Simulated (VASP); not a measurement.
Crystal: AlNi.

```
Ni Al
1.0
     2.82219    0.00000    0.00000
     0.00000    2.82219    0.00000
     0.00000    0.00000    2.82219
Ni Al
1 1
Direct
  0.50000 0.50000 0.50000
  0.00000 0.00000 0.00000
```

Base run:

```yaml
Program: VASP 6.6.1
Functional: PBE
Potentials_or_basis: VASP PAW PBE potentials, release 64 (Ni, Al)
Cutoff: 520 eV
k_mesh: 9 × 9 × 9
Occupations: fermi-dirac, width 0.05 eV
Spin: collinear spin, ferromagnetic start
Starting_moments: "[1.0, 0.0] μB"
```

Its results: pressure 13.9 GPa; net moment 0.00 μB per cell.

Q: The run is repeated on the same cell with these changes: functional from PBE to LDA; potentials or basis from VASP PAW PBE potentials, release 64 (Ni, Al) to VASP PAW LDA potentials, release 64 (Ni, Al). What comes out?

A: Pressure 2.2 GPa; net moment 0.00 μB per cell.
